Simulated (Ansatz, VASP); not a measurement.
One calculation of AlAs, two programs

```xyz
2
Lattice="0.0000 2.8400 2.8400 2.8400 0.0000 2.8400 2.8400 2.8400 0.0000" Properties=species:S:1:pos:R:3 pbc="T T T"
Al    0.0000    0.0000    0.0000
As    1.4200    1.4200    1.4200
```

Alike in both runs: task single point; functional r2SCAN; k mesh 6 × 6 × 6; occupations gaussian, width 0.1 eV; no spin polarisation.

|  | VASP | Ansatz |
| --- | --- | --- |
| version | VASP 6.6.1 | Ansatz 0.2.0 |
| potentials or method | VASP PAW PBE potentials, release 64 (Al, As), cutoff 550 eV | scalar-relativistic, plane waves, PAW |
| valence electrons in the cell | 8 | 18 |

VASP gave:

```
gap on the k mesh at the Fermi level (eV) : 1.80
least direct gap on the mesh (eV)         : 2.62
pressure (GPa)                            : -0.1
```

Problem. Which values does Ansatz return?

Solution. gap on the k mesh at the Fermi level (eV): 1.81; least direct gap on the mesh (eV): 2.62; pressure (GPa): -0.1.

VASP's potentials were made for PBE, not for r2SCAN. The functional is the same, so the differences come from potentials, cutoffs and numerics. VASP's potentials hold 8 valence electrons a cell and Ansatz's 18, so a difference there can come from the potentials and not from the codes.
